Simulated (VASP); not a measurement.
# TlCl (Pm-3m) in VASP: a series of runs

The runs below take TlCl through single point, relaxation of cell and atoms, with PBEsol.

All numbers are computed with VASP 6.6.1; they aren't measurements. Logs are shortened: lines on timing, memory, paths and dates and some standing lists are left out, and cuts for length are marked.

## 1. The cell of the first run

It takes space group Pm-3m (No. 221, cubic). Conventional cell: a = 3.731 Å, b = 3.731 Å, c = 3.731 Å, α = 90.00°, β = 90.00°, γ = 90.00°. Within 4.3 Å of Tl (site symmetry m-3m) lie 8 Cl at 3.23 Å and 6 Tl at 3.73 Å. Cl (site symmetry m-3m) has 8 Tl at 3.23 Å and 6 Cl at 3.73 Å within 4.3 Å.

## 2. Single point, PBEsol

Contents of INCAR:

```
PREC = Accurate
ENCUT = 500
EDIFF = 1E-6
ISMEAR = 0
SIGMA = 0.01
LREAL = False
LASPH = True
NELM = 120
ALGO = Normal
ISIF = 2
LWAVE = False
LCHARG = False
GGA = PS
NBANDS = 17
GGA_COMPAT = False
```

Contents of KPOINTS:

```
regular mesh
0
Gamma
  6 6 6
```

Contents of POSCAR:

```
TlCl
1.0
    3.7305861989      0.0000000000      0.0000000000
    0.0000000000      3.7305861989      0.0000000000
    0.0000000000      0.0000000000      3.7305861989
Tl Cl
1 1
Direct
    0.0000000000      0.0000000000      0.0000000000
    0.5000000000      0.5000000000      0.5000000000
```

Potentials or basis: VASP PAW PBE potentials, release 64 (Tl_d, Cl).

Run with:

```sh
$ cat potpaw_PBE.64/Tl_d/POTCAR potpaw_PBE.64/Cl/POTCAR > POTCAR
$ mpirun -np 1 vasp_std > vasp.out
```

OUTCAR:

```text
PREC = Accurate
   ENCUT = 500
   EDIFF = 1E-6
   ISMEAR = 0
   LREAL = False
   LASPH = True
   NELM = 120
   ISIF = 2
   GGA = PS

 ion  position               nearest neighbor table
   1  0.000  0.000  0.000-   2 3.23   2 3.23   2 3.23   2 3.23   2 3.23   2 3.23   2 3.23   2 3.23

   2  0.500  0.500  0.500-   1 3.23   1 3.23   1 3.23   1 3.23   1 3.23   1 3.23   1 3.23   1 3.23

  LATTYP: Found a simple cubic cell.
 ALAT       =     3.7305861989

  Lattice vectors:

 A1 = (   3.7305861989,   0.0000000000,   0.0000000000)
 A2 = (   0.0000000000,   3.7305861989,   0.0000000000)
 A3 = (   0.0000000000,   0.0000000000,   3.7305861989)

Analysis of symmetry for initial positions (statically):
=====================================================================
 Subroutine PRICEL returns:
 Original cell was already a primitive cell.

 Routine SETGRP: Setting up the symmetry group for a
 simple cubic supercell.

 Subroutine GETGRP returns: Found 48 space group operations
 (whereof 48 operations were pure point group operations)
 out of a pool of 48 trial point group operations.

The static configuration has the point symmetry O_h .

Analysis of symmetry for dynamics (positions and initial velocities):
=====================================================================
 Subroutine PRICEL returns:
 Original cell was already a primitive cell.

 Routine SETGRP: Setting up the symmetry group for a
 simple cubic supercell.

 Subroutine GETGRP returns: Found 48 space group operations
 (whereof 48 operations were pure point group operations)
 out of a pool of 48 trial point group operations.

The dynamic configuration has the point symmetry O_h .

 Subroutine INISYM returns: Found 48 space group operations
 (whereof 48 operations are pure point group operations),
 and found     1 'primitive' translations

----------------------------------------------------------------------------------------

                                     Primitive cell

  volume of cell :      51.9196

  direct lattice vectors                    reciprocal lattice vectors
     3.730586199  0.000000000  0.000000000     0.268054388  0.000000000  0.000000000
     0.000000000  3.730586199  0.000000000     0.000000000  0.268054388  0.000000000
     0.000000000  0.000000000  3.730586199     0.000000000  0.000000000  0.268054388

  length of vectors
[... 75 lines left out ...]
   ENCUT  =  500.0 eV  36.75 Ry    6.06 a.u.   6.80  6.80  6.80*2*pi/ulx,y,z
   NELM   =    120;   NELMIN=  2; NELMDL= -5     # of ELM steps
   EDIFF  = 0.1E-05   stopping-criterion for ELM
   LREAL  =      F    real-space projection
   EDIFFG = 0.1E-04   stopping-criterion for IOM
   NSW    =      0    number of steps for IOM
   IBRION =     -1    ionic relax: 0-MD 1-quasi-New 2-CG
   NFREE  =      0    steps in history (QN), initial steepest desc. (CG)
   ISIF   =      2    stress and relaxation
   ISYM   =      2    0-nonsym 1-usesym 2-fastsym
   POTIM  = 0.5000    time-step for ionic-motion
   TEBEG  =    0.0;   TEEND  =   0.0 temperature during run
   PSTRESS=    0.0 pullay stress
   NELECT =      20.0000    total number of electrons
   NUPDOWN=      -1.0000    fix difference up-down
   EMIN   =  10.00;   EMAX   =-10.00  energy-range for DOS
   EFERMI =   0.00;   METHOD = LEGACY
   ISMEAR =     0;   SIGMA  =   0.01  broadening in eV -4-tet -1-fermi 0-gaus
   EFERMI_NEDOS =   21; number of points for ismear=-14 and -15
   IALGO  =     38    algorithm
   IMIX   =      4    mixing-type and parameters
     AMIX     =   0.40;   BMIX     =  1.00
     AMIX_MAG =   1.60;   BMIX_MAG =  1.00
  volume/ion in A,a.u.               =      25.96       175.19
  Fermi-wavevector in a.u.,A,eV,Ry     =   1.191172  2.250988 19.305175  1.418890
  Thomas-Fermi vector in A             =   2.327240
   LORBIT       =      0    0 simple, 1 ext, 2 COOP (PROOUT), +10 PAW based schemes
   GGA     = PS    functional components
   LHFCALC =     F    Hartree Fock is set to
   AEXX    =    0.0000 exact exchange contribution
   IVDW    =     0    specifies the selected vdW correction
   LEPSILON=     F    determine dielectric tensor
   LRPA    =     F    only Hartree local field effects (RPA)
 non-spin polarized calculation
 Gauss-broadening in eV      SIGMA  =   0.01
  energy-cutoff  :      500.00
  volume of cell :       51.92
 maximum number of plane-waves:      1357
 NGX is ok and might be reduce to    28
   NGX = 13   NGY = 13   NGZ = 13

 number of electron      20.0000007 magnetization

 Free energy of the ion-electron system (eV)
  ---------------------------------------------------
  ext. energy  EPLUGINS =         0.00000000
  ---------------------------------------------------
  free energy    TOTEN  =        -6.46359908 eV

  energy without entropy =       -6.46359908  energy(sigma->0) =       -6.46359908

 E-fermi :   3.6381     XC(G=0):  -9.7743

 val. band max:        3.5824825396   @ k =   0.5000   0.0000   0.0000
 cond. band min:       5.2940106586   @ k =   0.5000   0.0000   0.0000
 fundamental gap:      1.7115281190
 Fermi energy:         3.6381181098

 k-point     1 :       0.0000    0.0000    0.0000
  band No.  band energies     occupation
      1     -10.7451      2.00000
      2      -6.5368      2.00000
      3      -6.5368      2.00000
      4      -6.2231      2.00000
      5      -6.2231      2.00000
      6      -6.2231      2.00000
[... 377 lines left out ...]
      4      -6.4810      2.00000
      5      -6.1243      2.00000
      6      -6.1243      2.00000
[... 9 lines left out ...]
     16      16.6933      0.00000
     17      20.7338      0.00000

------------------------ aborting loop because EDIFF is reached ----------------------------------------

  FORCE on cell =-STRESS in cart. coord.  units (eV):
  Direction    XX          YY          ZZ          XY          YZ          ZX
  --------------------------------------------------------------------------------------
  -------------------------------------------------------------------------------------
  Total        0.3071717      0.3071717      0.3071717      0.0000000      0.0000000      0.0000000
  in kB        9.4789578      9.4789578      9.4789578      0.0000000      0.0000000      0.0000000
  external PRESSURE =       9.4789578 kB  Pullay stress =       0.0000000 kB

 VOLUME and BASIS-vectors are now :
 -----------------------------------------------------------------------------
  energy-cutoff  :      500.00
  volume of cell :       51.92
      direct lattice vectors                 reciprocal lattice vectors
     3.730586199  0.000000000  0.000000000     0.268054388  0.000000000  0.000000000
     0.000000000  3.730586199  0.000000000     0.000000000  0.268054388  0.000000000
     0.000000000  0.000000000  3.730586199     0.000000000  0.000000000  0.268054388

 POSITION                                       TOTAL-FORCE (eV/Angst)
 -----------------------------------------------------------------------------------
      0.00000      0.00000      0.00000         0.000000      0.000000      0.000000
      1.86529      1.86529      1.86529         0.000000      0.000000      0.000000
 -----------------------------------------------------------------------------------
    total drift:                               -0.000000      0.000000      0.000000

  FREE ENERGIE OF THE ION-ELECTRON SYSTEM (eV)
  ---------------------------------------------------
  free  energy   TOTEN  =        -6.4635990763 eV

  energy  without entropy=       -6.4635990763  energy(sigma->0) =       -6.46359908
```

OSZICAR:

```text
N       E                     dE             d eps       ncg     rms          rms(c)
DAV:   1     0.100445624452E+03    0.10045E+03   -0.10019E+04   696   0.102E+03
DAV:   2    -0.308111468487E+01   -0.10353E+03   -0.10063E+03   850   0.233E+02
DAV:   3    -0.672183334436E+01   -0.36407E+01   -0.36297E+01   810   0.388E+01
DAV:   4    -0.674738803595E+01   -0.25555E-01   -0.25551E-01   883   0.379E+00
DAV:   5    -0.674773151718E+01   -0.34348E-03   -0.34348E-03   833   0.409E-01    0.378E+00
DAV:   6    -0.648438089464E+01    0.26335E+00   -0.47496E-01   761   0.392E+00    0.230E+00
DAV:   7    -0.646577540723E+01    0.18605E-01   -0.82367E-02   767   0.149E+00    0.129E+00
DAV:   8    -0.646381276390E+01    0.19626E-02   -0.13691E-02   733   0.808E-01    0.263E-01
DAV:   9    -0.646353023136E+01    0.28253E-03   -0.10067E-03   822   0.185E-01    0.936E-02
DAV:  10    -0.646360812433E+01   -0.77893E-04   -0.23126E-04   723   0.810E-02    0.490E-02
DAV:  11    -0.646359911311E+01    0.90112E-05   -0.24555E-05   818   0.304E-02    0.174E-02
DAV:  12    -0.646359907634E+01    0.36771E-07   -0.19159E-06   734   0.789E-03
   1 F= -.64635991E+01 E0= -.64635991E+01  d E =-.282685E-17
```

stdout:

```text
POSCAR found type information on POSCAR TlCl
 POSCAR found :  2 types and       2 ions
 scaLAPACK will be used
 -----------------------------------------------------------------------------
|                                                                             |
|                                                                             |
|     You enforced a specific xc type in the INCAR file but a different       |
|     I HOPE YOU KNOW WHAT YOU ARE DOING!                                     |
|                                                                             |
 -----------------------------------------------------------------------------

 LDA part: xc-table for (Slater+PW92), standard interpolation
 POSCAR, INCAR and KPOINTS ok, starting setup
 FFT: planning ... GRIDC
 FFT: planning ... GRID_SOFT
 FFT: planning ... GRID
 WAVECAR not read
 entering main loop
```

Wall time 24 s (1 thread of Intel Xeon Platinum 8259CL at 2.50GHz (Skylake/Cascade Lake), shared host); peak memory 0.16 GiB.

What came out:

* Free energy: -6.4636 eV
* Pressure: 0.9 GPa
* Band gap on the k mesh: 1.71 eV

Caveat: the PAW data sets were made with another functional, which shifts forces and pressure a little; spin-orbit coupling is left out, which moves the levels of the heavy elements. A k mesh can miss the band edges.

## 3. Relaxation of cell and atoms, PBEsol, target pressure 1 GPa, at which the enthalpy is minimised

This run uses another cell than the first one, of 26.77 Å³/atom.

Contents of INCAR:

```
PREC = Accurate
ENCUT = 500
EDIFF = 1E-7
ISMEAR = 0
SIGMA = 0.01
LREAL = False
LASPH = True
NELM = 120
ALGO = Normal
ISIF = 3
LWAVE = False
LCHARG = False
GGA = PS
IBRION = 2
NSW = 100
EDIFFG = -0.002
PSTRESS = 10.0
GGA_COMPAT = False
NELMIN = 4
```

Contents of KPOINTS:

```
Automatic mesh
0
Gamma
  6 6 6
```

Contents of POSCAR:

```
TlCl
1.0
    3.7692256933      0.0000000000      0.0000000000
    0.0000000000      3.7692256933      0.0000000000
    0.0000000000      0.0000000000      3.7692256933
Tl Cl
1 1
Direct
    0.0000000000      0.0000000000      0.0000000000
    0.5000000000      0.5000000000      0.5000000000
```

Potentials or basis: VASP PAW PBE potentials, release 64 (Tl_d, Cl).

Run with:

```sh
$ cat potpaw_PBE.64/Tl_d/POTCAR potpaw_PBE.64/Cl/POTCAR > POTCAR
$ mpirun -np 1 vasp_std > vasp.out
```

OUTCAR:

```text
PREC = Accurate
   ENCUT = 500
   EDIFF = 1E-7
   ISMEAR = 0
   LREAL = False
   LASPH = True
   NELM = 120
   ISIF = 3
   GGA = PS
   IBRION = 2
   NSW = 100
   EDIFFG = -0.002
   PSTRESS = 10.0
   NELMIN = 4

 ion  position               nearest neighbor table
   1  0.000  0.000  0.000-   2 3.26   2 3.26   2 3.26   2 3.26   2 3.26   2 3.26   2 3.26   2 3.26

   2  0.500  0.500  0.500-   1 3.26   1 3.26   1 3.26   1 3.26   1 3.26   1 3.26   1 3.26   1 3.26

  LATTYP: Found a simple cubic cell.
 ALAT       =     3.7692256933

  Lattice vectors:

 A1 = (   3.7692256933,   0.0000000000,   0.0000000000)
 A2 = (   0.0000000000,   3.7692256933,   0.0000000000)
 A3 = (   0.0000000000,   0.0000000000,   3.7692256933)

Analysis of symmetry for initial positions (statically):
=====================================================================
 Subroutine PRICEL returns:
[... 183 lines left out ...]
      5      -6.5411      2.00000
      6      -6.5411      2.00000
      7      -1.5664      2.00000
      8       1.4071      2.00000
      9       1.4071      2.00000
     10       1.4071      2.00000
     11      10.7298      0.00000
     12      10.7298      0.00000
     13      11.1312      0.00000
     14      11.1312      0.00000
[... 396 lines left out ...]
--------------------------------------- Ionic step        3  -------------------------------------------

 number of electron      20.0000007 magnetization

 Free energy of the ion-electron system (eV)
  ---------------------------------------------------
  ext. energy  EPLUGINS =         0.00000000
  ---------------------------------------------------
  free energy    TOTEN  =        -6.46397708 eV

  energy without entropy =       -6.46397708  energy(sigma->0) =       -6.46397708

 E-fermi :   3.6456     XC(G=0):  -9.7815

 val. band max:        3.6009403741   @ k =   0.5000   0.0000   0.0000
 cond. band min:       5.3083102351   @ k =   0.5000   0.0000   0.0000
 fundamental gap:      1.7073698611
 Fermi energy:         3.6456411850

 k-point     1 :       0.0000    0.0000    0.0000
  band No.  band energies     occupation
      1     -10.7373      2.00000
      2      -6.5228      2.00000
      3      -6.5228      2.00000
      4      -6.2078      2.00000
      5      -6.2078      2.00000
      6      -6.2078      2.00000
      7      -1.2578      2.00000
      8       1.6377      2.00000
      9       1.6377      2.00000
     10       1.6377      2.00000
     11      11.0312      0.00000
     12      11.0312      0.00000
     13      11.6491      0.00000
     14      11.6491      0.00000
[... 354 lines left out ...]
  energy  without entropy=       -6.4639770834  energy(sigma->0) =       -6.46397708

  enthalpy is  TOTEN    =        -6.1403929605 eV   P V=        0.3235841229

 reached required accuracy - stopping structural energy minimisation
```

OSZICAR:

```text
N       E                     dE             d eps       ncg     rms          rms(c)
DAV:   1     0.983160449948E+02    0.98316E+02   -0.10216E+04   592   0.125E+03
DAV:   2    -0.267032781309E+01   -0.10099E+03   -0.97971E+02   722   0.252E+02
DAV:   3    -0.674257879196E+01   -0.40723E+01   -0.40659E+01   626   0.463E+01
[... 25 lines left out ...]
DAV:   3    -0.646399278840E+01    0.95321E-03   -0.35856E-03   560   0.512E-01    0.126E-01
DAV:   4    -0.646397772365E+01    0.15065E-04   -0.10151E-04   566   0.824E-02    0.325E-02
DAV:   5    -0.646397659842E+01    0.11252E-05   -0.17234E-05   608   0.313E-02    0.881E-03
DAV:   6    -0.646397699852E+01   -0.40010E-06   -0.13744E-06   566   0.919E-03    0.279E-03
DAV:   7    -0.646397708344E+01   -0.84912E-07   -0.96332E-08   340   0.267E-03
   3 F= -.61403930E+01 E0= -.61403930E+01  d E =-.585802E-02
```

It took 43 s on 1 thread of Intel Xeon Platinum 8259CL at 2.50GHz (Skylake/Cascade Lake), shared host; peak memory 0.16 GiB.

What came out:

* Free energy: -6.4640 eV
* Relaxed volume: 25.92 Å³/atom
* Relaxed cell: a = 3.729 Å, b = 3.729 Å, c = 3.729 Å, α = 90.00°, β = 90.00°, γ = 90.00°
* Space group after relaxing (to 0.1 Å): Pm-3m (No. 221)
* Energy change on relaxing (the run minimises the enthalpy): +2.4 meV/atom
* Ionic steps: 3
* Pressure after relaxing: 1.0 GPa
* Band gap on the k mesh: 1.71 eV

Step by step:
| step | energy change (eV) | largest force (eV/Å) | pressure (GPa) | volume (Å³) |
| --- | --- | --- | --- | --- |
| 1 | 0.0000 | 0.0000 | -0.06 | 53.55 |
| 2 | 0.0029 | 0.0000 | 0.77 | 52.18 |
| 3 | 0.0048 | 0.0000 | 1.00 | 51.84 |

Final structure:
```
Tl Cl
1.0
     3.72877    0.00000    0.00000
     0.00000    3.72877    0.00000
     0.00000    0.00000    3.72877
Tl Cl
1 1
Direct
  0.00000 0.00000 0.00000
  0.50000 0.50000 0.50000
```

Caveat: the cell is relaxed towards a set pressure, so the run minimises the enthalpy, not the energy; the PAW data sets were made with another functional, which shifts forces and pressure a little; spin-orbit coupling is left out, which moves the levels of the heavy elements.
